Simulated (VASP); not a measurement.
Wanted: the native input for a VASP 6.6.1 run.

```
Task                   : single point
Functional             : PBEsol
Potentials or basis    : VASP PAW PBE potentials, release 64 (Na_pv, F)
Cutoff                 : 520 eV
k mesh                 : 8 × 8 × 8
Occupations            : gaussian, width 0.05 eV
Spin                   : no spin polarisation
Dipole correction      : no
Further INCAR settings : ALGO = Normal; EDIFF = 1e-07; NBANDS = 14
```

The structure of NaF lies in POSCAR:

```
NaF
1.0
    0.0000000000      2.3233000000      2.3233000000
    2.3233000000      0.0000000000      2.3233000000
    2.3233000000      2.3233000000      0.0000000000
Na F
1 1
Direct
    0.0000000000      0.0000000000      0.0000000000
    0.5269013903      0.5269013903      0.4730986097
```

This cell differs from its parent crystal: all F atoms moved +0.125 Å, as atom 2 along Cartesian [0 0 1].

These files were run (other wordings do the same):

INCAR

```
PREC = Accurate ; ENCUT = 520
EDIFF = 1E-7 ; ISMEAR = 0
SIGMA = 0.05 ; LREAL = F
LASPH = T ; NELM = 80
ALGO = Normal ; ISIF = 2
LWAVE = F ; LCHARG = T
GGA = PS ; LELF = T
LVHAR = T ; NBANDS = 14
```

KPOINTS

```
Automatic mesh
0
Gamma
  8 8 8
```

Potentials or basis: VASP PAW PBE potentials, release 64 (Na_pv, F).

Command:

```bash
$ cat potpaw_PBE.64/Na_pv/POTCAR potpaw_PBE.64/F/POTCAR > POTCAR
$ mpirun -np 1 vasp_std > vasp.out
```

It gave:

```json
{
 "Pressure": "-0.1 GPa",
 "Largest force": "0.299 eV/Å",
 "Band gap on the k mesh": "6.12 eV, direct"
}
```

Caveat: the cell differs from its parent crystal (all F atoms moved +0.125 Å, as atom 2 along Cartesian [0 0 1]); the PAW data sets were made with another functional, which shifts forces and pressure a little.

Run time: 23 s on 1 thread of AMD EPYC 7R13 Processor (Zen 3), on a shared host, peak memory 0.11 GiB.
